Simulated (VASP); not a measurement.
# LiF in VASP: further runs

LiF is run at these levels: PBE, LDA; tasks: single point.

Program: VASP 6.6.1. These are calculated values, not measurements. Logs are shortened: lines on timing, memory, paths and dates and some standing lists are left out, and cuts for length are marked.

## (1) The cell of the first run

The typed cell holds 2 atoms: a = 2.887 Å, b = 2.887 Å, c = 2.887 Å, α = 60.00°, β = 60.00°, γ = 60.00°.

## (2) Single point, PBE

INCAR reads:

```
SYSTEM = LiF
ALGO = Normal
EDIFF = 1E-7
ENCUT = 520
GGA = PE
ISIF = 2
ISMEAR = 0
LASPH = .TRUE.
LCHARG = .FALSE.
LREAL = .FALSE.
LWAVE = .FALSE.
NBANDS = 12
NELM = 100
PREC = Accurate
SIGMA = 0.1
```

KPOINTS reads:

```
k-points
0
G
  10 10 10
  0 0 0
```

POSCAR reads:

```
LiF
1.0
    0.0000000000      2.0417135738      2.0417135738
    2.0417135738      0.0000000000      2.0417135738
    2.0417135738      2.0417135738      0.0000000000
Li F
1 1
Direct
    0.0022886254     -0.0071930857      0.0084373105
    0.5192486997      0.4977713611      0.4910829823
```

Potentials or basis: VASP PAW PBE potentials, release 64 (Li_sv, F).

On the command line:

```
$ cat potpaw_PBE.64/Li_sv/POTCAR potpaw_PBE.64/F/POTCAR > POTCAR
$ mpirun -np 1 vasp_std > vasp.out
```

OUTCAR:

```text
SYSTEM = LiF
   EDIFF = 1E-7
   ENCUT = 520
   GGA = PE
   ISIF = 2
   ISMEAR = 0
   LASPH = .TRUE.
   LREAL = .FALSE.
   NELM = 100
   PREC = Accurate

 ion  position               nearest neighbor table
   1  0.002  0.993  0.008-   2 2.00   2 2.02   2 2.04   2 2.04   2 2.07   2 2.09
   2  0.519  0.498  0.491-   1 2.00   1 2.02   1 2.04   1 2.04   1 2.07   1 2.09

  LATTYP: Found a face centered cubic cell.
 ALAT       =     4.0834271476

  Lattice vectors:

 A1 = (   0.0000000000,   2.0417135738,   2.0417135738)
 A2 = (   2.0417135738,   0.0000000000,   2.0417135738)
 A3 = (   2.0417135738,   2.0417135738,   0.0000000000)

Analysis of symmetry for initial positions (statically):
=====================================================================
 Subroutine PRICEL returns:
 Original cell was already a primitive cell.

 Routine SETGRP: Setting up the symmetry group for a
 face centered cubic supercell.

 Subroutine GETGRP returns: Found  1 space group operations
 (whereof  1 operations were pure point group operations)
 out of a pool of 48 trial point group operations.

The static configuration has the point symmetry C_1 .

Analysis of symmetry for dynamics (positions and initial velocities):
=====================================================================
 Subroutine PRICEL returns:
 Original cell was already a primitive cell.

 Routine SETGRP: Setting up the symmetry group for a
 face centered cubic supercell.

 Subroutine GETGRP returns: Found  1 space group operations
 (whereof  1 operations were pure point group operations)
 out of a pool of 48 trial point group operations.

The dynamic configuration has the point symmetry C_1 .

 Subroutine INISYM returns: Found  1 space group operations
 (whereof  1 operations are pure point group operations),
 and found     1 'primitive' translations

----------------------------------------------------------------------------------------

                                     Primitive cell

  volume of cell :      17.0222

  direct lattice vectors                    reciprocal lattice vectors
     0.000000000  2.041713574  2.041713574    -0.244892333  0.244892333  0.244892333
     2.041713574  0.000000000  2.041713574     0.244892333 -0.244892333  0.244892333
     2.041713574  2.041713574  0.000000000     0.244892333  0.244892333 -0.244892333

  length of vectors
     2.887419027  2.887419027  2.887419027     0.424165963  0.424165963  0.424165963

  position of ions in fractional coordinates (direct lattice)
     0.002288625  0.992806914  0.008437310
     0.519248700  0.497771361  0.491082982

  ion indices of the primitive-cell ions
   primitive index   ion index
                 1           1
                 2           2

----------------------------------------------------------------------------------------

 KPOINTS: k-points

Automatic generation of k-mesh.
 Grid dimensions read from file:
 generate k-points for:   10   10   10

 Generating k-lattice:

  Cartesian coordinates                     Fractional coordinates (reciprocal lattice)
    -0.024489233  0.024489233  0.024489233     0.100000000  0.000000000  0.000000000
     0.024489233 -0.024489233  0.024489233     0.000000000  0.100000000  0.000000000
     0.024489233  0.024489233 -0.024489233     0.000000000  0.000000000  0.100000000

  Length of vectors
     0.042416596  0.042416596  0.042416596

  Shift w.r.t. Gamma in fractional coordinates (k-lattice)
     0.000000000  0.000000000  0.000000000

 Subroutine IBZKPT returns following result:
 ===========================================

 Found    504 irreducible k-points:

 Following reciprocal coordinates:
            Coordinates               Weight
  0.000000  0.000000  0.000000      1.000000
  0.100000  0.000000  0.000000      2.000000
  0.000000  0.100000  0.000000      2.000000
  0.000000  0.000000  0.100000      2.000000
  0.100000  0.100000  0.100000      2.000000
  0.200000  0.000000  0.000000      2.000000
[... 16 lines left out ...]
  0.000000  0.100000  0.100000      2.000000
  0.100000  0.000000  0.100000      2.000000
 [... further k-points ...]
   k-points           NKPTS =    504   k-points in BZ     NKDIM =    504   number of bands    NBANDS=     12
   number of dos      NEDOS =    301   number of ions     NIONS =      2
   total plane-waves  NPLWV =  13824
   dimension x,y,z NGX =    24 NGY =   24 NGZ =   24
   dimension x,y,z NGXF=    48 NGYF=   48 NGZF=   48
   ions per type =               1   1
   NGX,Y,Z   is equivalent  to a cutoff of  13.82, 13.82, 13.82 a.u.
   NGXF,Y,Z  is equivalent  to a cutoff of  27.64, 27.64, 27.64 a.u.
 SYSTEM =  LiF
   PREC   = accura    normal or accurate (medium, high low for compatibility)
   ISTART =      0    job   : 0-new  1-cont  2-samecut
   ICHARG =      2    charge: 1-file 2-atom 10-const
   ISPIN  =      1    spin polarized calculation?
   LNONCOLLINEAR =      F non collinear calculations
   LSORBIT =      F    spin-orbit coupling
   LASPH  =      T    aspherical Exc in radial PAW
   ENCUT  =  520.0 eV  38.22 Ry    6.18 a.u.   5.37  5.37  5.37*2*pi/ulx,y,z
   NELM   =    100;   NELMIN=  2; NELMDL= -5     # of ELM steps
   EDIFF  = 0.1E-06   stopping-criterion for ELM
   LREAL  =      F    real-space projection
   EDIFFG = 0.1E-05   stopping-criterion for IOM
   NSW    =      0    number of steps for IOM
   IBRION =     -1    ionic relax: 0-MD 1-quasi-New 2-CG
   NFREE  =      0    steps in history (QN), initial steepest desc. (CG)
   ISIF   =      2    stress and relaxation
   ISYM   =      2    0-nonsym 1-usesym 2-fastsym
   POTIM  = 0.5000    time-step for ionic-motion
   TEBEG  =    0.0;   TEEND  =   0.0 temperature during run
   PSTRESS=    0.0 pullay stress
   NELECT =      10.0000    total number of electrons
   NUPDOWN=      -1.0000    fix difference up-down
   EMIN   =  10.00;   EMAX   =-10.00  energy-range for DOS
   EFERMI =   0.00;   METHOD = LEGACY
   ISMEAR =     0;   SIGMA  =   0.10  broadening in eV -4-tet -1-fermi 0-gaus
   EFERMI_NEDOS =   21; number of points for ismear=-14 and -15
   IALGO  =     38    algorithm
   IMIX   =      4    mixing-type and parameters
     AMIX     =   0.40;   BMIX     =  1.00
     AMIX_MAG =   1.60;   BMIX_MAG =  1.00
  volume/ion in A,a.u.               =       8.51        57.44
  Fermi-wavevector in a.u.,A,eV,Ry     =   1.371103  2.591009 25.577904  1.879923
  Thomas-Fermi vector in A             =   2.496830
   LORBIT       =      0    0 simple, 1 ext, 2 COOP (PROOUT), +10 PAW based schemes
   GGA     = PE    functional components
   LHFCALC =     F    Hartree Fock is set to
   AEXX    =    0.0000 exact exchange contribution
   IVDW    =     0    specifies the selected vdW correction
   LEPSILON=     F    determine dielectric tensor
   LRPA    =     F    only Hartree local field effects (RPA)
 non-spin polarized calculation
 Gauss-broadening in eV      SIGMA  =   0.10
  energy-cutoff  :      520.00
  volume of cell :       17.02
 maximum number of plane-waves:       471
 NGX is ok and might be reduce to    24
   NGX = 11   NGY = 11   NGZ = 11

 number of electron      10.0000001 magnetization

 Free energy of the ion-electron system (eV)
  ---------------------------------------------------
  ext. energy  EPLUGINS =         0.00000000
  ---------------------------------------------------
  free energy    TOTEN  =        -9.63873203 eV

  energy without entropy =       -9.63873203  energy(sigma->0) =       -9.63873203

 E-fermi :  -0.7090     XC(G=0):  -9.7832

 val. band max:       -1.2598145622   @ k =   0.0000   0.0000   0.0000
 cond. band min:       7.4693767163   @ k =   0.0000   0.0000   0.0000
 fundamental gap:      8.7291912785
 Fermi energy:        -0.7090414584

 k-point     1 :       0.0000    0.0000    0.0000
  band No.  band energies     occupation
      1     -42.2744      2.00000
      2     -21.1247      2.00000
      3      -1.2645      2.00000
      4      -1.2600      2.00000
      5      -1.2598      2.00000
      6       7.4694      0.00000
      7      22.0134      0.00000
      8      22.0218      0.00000
      9      22.1792      0.00000
     10      22.6614      0.00000
     11      22.8235      0.00000
     12      22.8272      0.00000

 k-point     2 :       0.1000    0.0000    0.0000
  band No.  band energies     occupation
      1     -42.2698      2.00000
      2     -21.0889      2.00000
      3      -1.5361      2.00000
      4      -1.2859      2.00000
      5      -1.2814      2.00000
      6       7.7626      0.00000
      7      19.6165      0.00000
      8      20.9694      0.00000
      9      21.0020      0.00000
     10      23.5487      0.00000
     11      23.6615      0.00000
     12      23.7789      0.00000

 k-point     3 :       0.0000    0.1000    0.0000
  band No.  band energies     occupation
      1     -42.2698      2.00000
      2     -21.0890      2.00000
      3      -1.5385      2.00000
      4      -1.2833      2.00000
      5      -1.2812      2.00000
      6       7.7621      0.00000
      7      19.6218      0.00000
      8      20.9742      0.00000
      9      21.0015      0.00000
     10      23.4781      0.00000
     11      23.6698      0.00000
     12      23.8327      0.00000

 k-point     4 :       0.0000    0.0000    0.1000
  band No.  band energies     occupation
      1     -42.2698      2.00000
      2     -21.0889      2.00000
      3      -1.5360      2.00000
      4      -1.2859      2.00000
      5      -1.2815      2.00000
      6       7.7626      0.00000
      7      19.6162      0.00000
      8      20.9694      0.00000
      9      21.0018      0.00000
     10      23.5527      0.00000
     11      23.6623      0.00000
     12      23.7745      0.00000

 k-point     5 :       0.1000    0.1000    0.1000
  band No.  band energies     occupation
      1     -42.2698      2.00000
      2     -21.0890      2.00000
      3      -1.5385      2.00000
      4      -1.2832      2.00000
      5      -1.2813      2.00000
      6       7.7621      0.00000
      7      19.6219      0.00000
      8      20.9743      0.00000
      9      21.0014      0.00000
     10      23.4772      0.00000
     11      23.6700      0.00000
     12      23.8332      0.00000
[... 228 lines left out ...]
      1     -42.2254      2.00000
      2     -20.7227      2.00000
      3      -3.6559      2.00000
      4      -1.4772      2.00000
      5      -1.4757      2.00000
      6       9.3035      0.00000
      7      14.9759      0.00000
      8      17.3163      0.00000
      9      17.3479      0.00000
     10      28.3516      0.00000
     11      29.0377      0.00000
     12      29.0426      0.00000

 k-point    22 :       0.1000    0.1000    0.0000
  band No.  band energies     occupation
      1     -42.2682      2.00000
      2     -21.0760      2.00000
      3      -1.5152      2.00000
      4      -1.3534      2.00000
      5      -1.3527      2.00000
      6       7.8793      0.00000
      7      20.3586      0.00000
      8      20.4190      0.00000
      9      20.6434      0.00000
     10      20.8933      0.00000
     11      25.2865      0.00000
     12      25.2881      0.00000

 k-point    23 :       0.0000    0.1000    0.1000
  band No.  band energies     occupation
      1     -42.2683      2.00000
      2     -21.0759      2.00000
      3      -1.5145      2.00000
      4      -1.3549      2.00000
      5      -1.3526      2.00000
      6       7.8804      0.00000
      7      20.2870      0.00000
      8      20.4342      0.00000
      9      20.7213      0.00000
     10      20.8820      0.00000
     11      25.2749      0.00000
     12      25.2801      0.00000

 k-point    24 :       0.1000    0.0000    0.1000
  band No.  band energies     occupation
      1     -42.2683      2.00000
      2     -21.0758      2.00000
      3      -1.5141      2.00000
      4      -1.3568      2.00000
      5      -1.3513      2.00000
      6       7.8809      0.00000
      7      20.2657      0.00000
      8      20.4367      0.00000
      9      20.7450      0.00000
     10      20.8821      0.00000
     11      25.2657      0.00000
     12      25.2800      0.00000

 [... further k-points ...]
[... 5 lines left out ...]
  --------------------------------------------------------------------------------------
  -------------------------------------------------------------------------------------
  Total       -0.1219635     -0.1306271     -0.1035923     -0.0002295      0.0001899      0.0011420
  in kB      -11.4795848    -12.2950208     -9.7504298     -0.0216030      0.0178738      0.1074888
  external PRESSURE =     -11.1750118 kB  Pullay stress =       0.0000000 kB

 VOLUME and BASIS-vectors are now :
 -----------------------------------------------------------------------------
  energy-cutoff  :      520.00
  volume of cell :       17.02
      direct lattice vectors                 reciprocal lattice vectors
     0.000000000  2.041713574  2.041713574    -0.244892333  0.244892333  0.244892333
     2.041713574  0.000000000  2.041713574     0.244892333 -0.244892333  0.244892333
     2.041713574  2.041713574  0.000000000     0.244892333  0.244892333 -0.244892333

 POSITION                                       TOTAL-FORCE (eV/Angst)
 -----------------------------------------------------------------------------------
      2.04425      0.02190      2.03170        -0.032865     -0.001126      0.059449
      2.01896      2.06281      2.07646         0.032865      0.001126     -0.059449
 -----------------------------------------------------------------------------------
    total drift:                                0.000068     -0.000123     -0.000031

  FREE ENERGIE OF THE ION-ELECTRON SYSTEM (eV)
  ---------------------------------------------------
  free  energy   TOTEN  =        -9.6387320308 eV

  energy  without entropy=       -9.6387320308  energy(sigma->0) =       -9.63873203
```

Wall time 53 s (1 thread of Intel Xeon 6975P-C, shared host); peak memory 0.2 GiB.

What came out:

```
Free energy            : -9.6387 eV
Largest force          : 0.068 eV/Å
Band gap on the k mesh : 8.73 eV, direct
```

Forces in eV/Å, atoms in the order of the input:
```
Li  -0.033 -0.001  0.059
F    0.033  0.001 -0.059
```

Caveat: the cutoff is under 1.25 times the usual one of these potentials, so pressure, stress and relaxed cells hold a basis-set (Pulay) error. A k mesh can miss the band edges.

## (3) Single point, PBE

INCAR reads:

```
SYSTEM = LiF
ALGO     = Normal         ! electronic algorithm
EDIFF    = 1E-6           ! SCF threshold, eV
ENCUT    = 750            ! plane-wave cutoff, eV
GGA      = PE             ! functional
GGA_COMPAT= .FALSE.      
ISIF     = 2              ! what is computed and relaxed
ISMEAR   = 0              ! smearing method
LASPH    = .TRUE.         ! aspherical terms in the spheres
LCHARG   = .FALSE.        ! write CHGCAR
LREAL    = .FALSE.        ! projectors in reciprocal space
LWAVE    = .FALSE.        ! write WAVECAR
NBANDS   = 12             ! bands
NELM     = 120            ! most SCF steps
PREC     = Accurate       ! precision mode
SIGMA    = 0.1            ! smearing width, eV
```

KPOINTS reads:

```
k-points
0
G
  6 6 6
  0 0 0
```

POSCAR reads:

```
LiF
1.0
    0.0000000000      2.0417135738      2.0417135738
    2.0417135738      0.0000000000      2.0417135738
    2.0417135738      2.0417135738      0.0000000000
Li F
1 1
Direct
    0.0000000000      0.0000000000      0.0000000000
    0.5000000000      0.5000000000      0.5000000000
```

Potentials or basis: VASP PAW PBE potentials, release 64 (Li_sv, F).

On the command line:

```
$ cat potpaw_PBE.64/Li_sv/POTCAR potpaw_PBE.64/F/POTCAR > POTCAR
$ mpirun -np 1 vasp_std > vasp.out
```

Wall time 7.4 s (1 thread of Intel Xeon Platinum 8488C (Sapphire Rapids), shared host); peak memory 0.14 GiB.

It converged, with:

| Quantity | Value |
| --- | --- |
| Free energy | -9.6444 eV |
| Pressure | -1.5 GPa |
| Band gap on the k mesh | 8.72 eV, direct |

Levels at points of the mesh, in eV from the valence-band top:
```csv
k point,band 3,band 4,band 5,band 6,band 7,band 8
"(0.00, 0.00, 0.00)",0.00,0.00,0.00,8.72,23.43,23.43
"(0.50, 0.00, 0.00)",-2.40,-0.21,-0.21,10.56,16.25,18.57
"(0.50, 0.50, 0.00)",-2.83,-0.94,-0.94,14.43,16.28,16.94
```

Caveat: the k points lie up to 0.44 Å⁻¹ apart. PBE gaps usually lie below the measured ones, often by a third to a half.

[end of part 1 of 2]
